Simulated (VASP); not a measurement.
A run of VASP 6.6.1 is set up as follows.

INCAR

```
SYSTEM = Ru
ALGO = Fast ; EDIFF = 1E-7
ENCUT = 520 ; GGA = CA
ISIF = 2 ; ISMEAR = 0
LASPH = .TRUE. ; LCHARG = .FALSE.
LREAL = .FALSE. ; LWAVE = .FALSE.
NBANDS = 21 ; NELM = 100
PREC = Accurate ; SIGMA = 0.1
```

File KPOINTS:

```
k-points
0
G
  18 18 10
  0 0 0
```

File POSCAR:

```
Ru
1.0
    2.6738855892      0.0000000000      0.0000000000
   -1.3369427946      2.3156528471      0.0000000000
    0.0000000000      0.0000000000      4.2264228672
Ru
2
Direct
    0.3333333333      0.6666666667      0.2500000000
    0.6666666667      0.3333333333      0.7500000000
```

Potentials or basis: VASP PAW LDA potentials, release 64 (Ru_pv).

Run with:

```bash
$ cat potpaw_LDA.64/Ru_pv/POTCAR > POTCAR
$ mpirun -np 1 vasp_std > vasp.out
```

Question: Estimate the pressure.

Answer: 1.0 GPa.

Question: Estimate the band gap on the k mesh.

Answer: Zero (band 14 reaches 14.96 eV, above the bottom of band 15 at 11.64 eV).

Stress tensor (GPa, compression positive):
```
0.98 0.00 0.00
0.00 0.98 0.00
0.00 0.00 1.07
```
